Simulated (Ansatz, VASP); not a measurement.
## BN: VASP beside Ansatz

The input INCAR:

```
SYSTEM = BN
  PREC = Accurate
  ENCUT = 520
  EDIFF = 1E-8
  ISMEAR = -1
  SIGMA = 0.02
  LREAL = .FALSE.
  LASPH = .TRUE.
  NELM = 100
  ALGO = Normal
  ISIF = 2
  LWAVE = .FALSE.
  LCHARG = .FALSE.
  GGA = PE
  LEFG = .TRUE.
  NBANDS = 16
```

KPOINTS

```
Automatic mesh
0
G
  11 11 4
  0 0 0
```

The input POSCAR:

```
BN
1.0
    2.5039917043      0.0250399170      0.0250399170
   -1.2303106479      2.1560004683      0.0091652458
    0.0666120000      0.0666120000      6.6612000000
B N
2 2
Direct
    0.3333333333      0.6666666667      0.2500000000
    0.6666666667      0.3333333333      0.7500000000
    0.3333333333      0.6666666667      0.7500000000
    0.6666666667      0.3333333333      0.2500000000
```

Input for Ansatz:

```yaml
crystal:
  lattice:
    - [2.5039917043, 0.025039917, 0.025039917]
    - [-1.2303106479, 2.1560004683, 0.0091652458]
    - [0.066612, 0.066612, 6.6612]
  atoms:
    - { symbol: B, position: [0.3333333333, 0.6666666667, 0.25] }
    - { symbol: B, position: [0.6666666667, 0.3333333333, 0.75] }
    - { symbol: "N", position: [0.3333333333, 0.6666666667, 0.75] }
    - { symbol: "N", position: [0.6666666667, 0.3333333333, 0.25] }
kpoints:
  mp_grid: { grid: [11, 11, 4] }
scf:
  occupations: { method: fermi_dirac, width: 0.02 }
hamiltonian:
  xc: pbe
  pseudopotentials: { kind: all_electron, datasets: crystal }
output:
  forces: true
  stress: true
  eigenvalues: true
  efg: { contact_densities: true }
```

Change from the starting cell: equal xy, yz and zx shear strains of +2 %, crystal datasets.

Alike in both runs: task electric field gradients; functional PBE; k mesh 11 × 11 × 4; occupations fermi-dirac, width 0.02 eV; no spin polarisation.

|  | VASP | Ansatz |
| --- | --- | --- |
| version | VASP 6.6.1 | Ansatz 0.2.0 |
| potentials or method | VASP PAW PBE potentials, release 64 (B, N), cutoff 520 eV | all-electron PAW with datasets made for the crystal, scalar-relativistic |

|  | VASP | Ansatz | Ansatz less VASP |
| --- | --- | --- | --- |
| gap on the k mesh at the Fermi level (eV) | 4.25 | 4.25 | 0.000 |
| pressure (GPa) | 3.5 | 3.4 | -0.10 |
| traceless stress, the component that is largest in VASP (GPa) | -7.53 | -7.51 | +0.018 |
| rms of the force components (eV/Å) | 0.146 | 0.146 | -0.0005 |
| size of Vzz on the site where it differs most (V/Å²) | 35.1 | 29.0 | -6.10 |

Atom by atom the forces differ by 0.001 eV/Å (rms over components). Ansatz ran all-electron here, and VASP with PAW potentials.
